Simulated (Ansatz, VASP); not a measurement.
Two plane-wave programs on CsH

The input POSCAR:

```
CsH
1.0
    0.0298078000      3.1880000000      3.1880000000
    3.1880000000      0.0298078000      3.1880000000
    3.2178078000      3.2178078000      0.0000000000
Cs H
1 1
Direct
    0.0000000000      0.0000000000      0.0000000000
    0.5000000000      0.5000000000      0.5000000000
```

INCAR.step1

```
PREC     = Accurate       # precision mode
ENCUT    = 520            # plane-wave cutoff, eV
ISMEAR   = 0              # smearing method
SIGMA    = 0.05           # smearing width, eV
LREAL    = False          # projectors in reciprocal space
LASPH    = True           # aspherical terms in the spheres
NELM     = 100            # most SCF steps
NBANDS   = 12             # bands
GGA      = PE             # functional
ALGO     = Normal         # electronic algorithm
EDIFF    = 1E-4           # SCF threshold, eV
LWAVE    = True           # write WAVECAR
LCHARG   = False          # write CHGCAR
```

Contents of INCAR.step2:

```
PREC     = Accurate       # precision mode
ENCUT    = 520            # plane-wave cutoff, eV
EDIFF    = 1E-6           # SCF threshold, eV
ISMEAR   = 0              # smearing method
SIGMA    = 0.05           # smearing width, eV
LREAL    = False          # projectors in reciprocal space
LASPH    = True           # aspherical terms in the spheres
NELM     = 100            # most SCF steps
ALGO     = Normal         # electronic algorithm
ISIF     = 2              # what is computed and relaxed
LWAVE    = False          # write WAVECAR
LCHARG   = False          # write CHGCAR
METAGGA  = R2SCAN         # meta-GGA
LMIXTAU  = True         
NBANDS   = 12             # bands
ISTART   = 1
```

The input KPOINTS:

```
Automatic mesh
0
Gamma
  6 6 6
```

Input for Ansatz:

```yaml
crystal:
  lattice:
    - [0.0298078, 3.188, 3.188]
    - [3.188, 0.0298078, 3.188]
    - [3.2178078, 3.2178078, 0.0]
  atoms:
    - { symbol: Cs, position: [0.0, 0.0, 0.0] }
    - { symbol: H, position: [0.5, 0.5, 0.5] }
basis:
  ecutwfc: 500
kpoints:
  mp_grid: { grid: [6, 6, 6] }
hamiltonian:
  xc: r2scan
scf:
  occupations: { method: gaussian, width: 0.05 }
output:
  forces: true
  stress: true
  eigenvalues: true
```

Change from the starting cell: strain +0.0187 x Voigt [0, 0, 0, 0, 0, 1], atoms carried along.

Alike in both runs: task single point; functional r2SCAN; k mesh 6 × 6 × 6; occupations gaussian, width 0.05 eV; no spin polarisation.

```csv
,VASP,Ansatz
version,VASP 6.6.1,Ansatz 0.2.0
potentials or method,"VASP PAW PBE potentials, release 64 (Cs_sv, H), cutoff 520 eV","scalar-relativistic, plane waves, PAW"
valence electrons in the cell,10,10
```

```csv
,VASP,Ansatz,Ansatz less VASP
gap on the k mesh at the Fermi level (eV),2.66,2.67,+0.018
least direct gap on the mesh (eV),2.66,2.68,+0.018
pressure (GPa),0.0,0.0,-0.03
"traceless stress, the component that is largest in VASP (GPa)",-0.09,-0.09,0.000
```

VASP's potentials were made for PBE, not for r2SCAN. The functional is the same, so the differences come from potentials, cutoffs and numerics.

Neither program's run includes spin-orbit coupling.
